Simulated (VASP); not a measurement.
A run of VASP 6.6.1 is set up as follows.

The input INCAR:

```
PREC     = Accurate       # precision mode
ENCUT    = 500            # plane-wave cutoff, eV
EDIFF    = 1E-7           # SCF threshold, eV
ISMEAR   = 1              # smearing method
SIGMA    = 0.1            # smearing width, eV
LREAL    = F              # projectors in reciprocal space
LASPH    = T              # aspherical terms in the spheres
NELM     = 120            # most SCF steps
ALGO     = Normal         # electronic algorithm
ISIF     = 3              # what is computed and relaxed
LWAVE    = F              # write WAVECAR
LCHARG   = F              # write CHGCAR
GGA      = PS             # functional
IBRION   = 2              # ionic algorithm
NSW      = 80             # ionic steps
EDIFFG   = -0.03          # ionic threshold
GGA_COMPAT= F            
NELMIN   = 4
```

KPOINTS

```
Automatic mesh
0
Gamma
  10 10 10
```

POSCAR

```
Rh
1.0
    0.0000000000      1.8978500000      1.8978500000
    1.8978500000      0.0000000000      1.8978500000
    1.8978500000      1.8978500000      0.0000000000
Rh
1
Direct
    0.0000000000      0.0000000000      0.0000000000
```

Potentials or basis: VASP PAW PBE potentials, release 64 (Rh_pv).

The run is started by

```console
$ cat potpaw_PBE.64/Rh_pv/POTCAR > POTCAR
$ mpirun -np 1 vasp_std > vasp.out
```

What does it give for the relaxed volume?

13.50 Å³/atom.

Estimate the relaxed cell.

a = 2.673 Å, b = 2.673 Å, c = 2.673 Å, α = 60.00°, β = 60.00°, γ = 60.00°.

Estimate the space group after relaxing (to 0.1 Å).

Fm-3m (No. 225).

Final structure:
```cif
data_structure
_symmetry_space_group_name_H-M 'P 1'
_symmetry_Int_Tables_number 1
_cell_length_a 2.6725
_cell_length_b 2.6725
_cell_length_c 2.6725
_cell_angle_alpha 60.000
_cell_angle_beta 60.000
_cell_angle_gamma 60.000
_cell_volume 13.50
loop_
_atom_site_label
_atom_site_type_symbol
_atom_site_fract_x
_atom_site_fract_y
_atom_site_fract_z
_atom_site_occupancy
Rh1 Rh 0.00000 0.00000 0.00000 1
```

Caveat: the PAW data sets were made with another functional, which shifts forces and pressure a little.
